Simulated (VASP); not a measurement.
BaIr3:

```
CELL_PARAMETERS angstrom
4.14225 0.00000 0.00000
0.00000 4.14225 0.00000
0.00000 0.00000 4.14225
ATOMIC_POSITIONS crystal
Ba 0.00000 0.00000 0.00000
Ir 0.00000 0.50000 0.50000
Ir 0.50000 0.50000 0.00000
Ir 0.50000 0.00000 0.50000
```

This cell differs from its parent crystal: volume scaled by 0.945.

Base run:

| Property | Result |
| --- | --- |
| Program | VASP 6.6.1 |
| Functional | PBE |
| Potentials or basis | VASP PAW PBE potentials, release 64 (Ba_sv, Ir) |
| Cutoff | 520 eV |
| k mesh | 8 × 8 × 8 |
| Occupations | gaussian, width 0.05 eV |
| Spin | no spin polarisation |

Its results: pressure 13.7 GPa.

Problem. The run is repeated on the same cell with these changes: potentials or basis from VASP PAW PBE potentials, release 64 (Ba_sv, Ir) to VASP PAW PBE potentials, release 64 (Ba_sv, Ir_sv_GW); cutoff from 520 eV to 500 eV; further incar settings from ALGO = Normal; EDIFF = 1e-06; NBANDS = 26 to ALGO = Normal; EDIFF = 1e-06; NBANDS = 38; valence electrons from 37 to 61. What comes out?

Solution. Pressure 11.5 GPa.
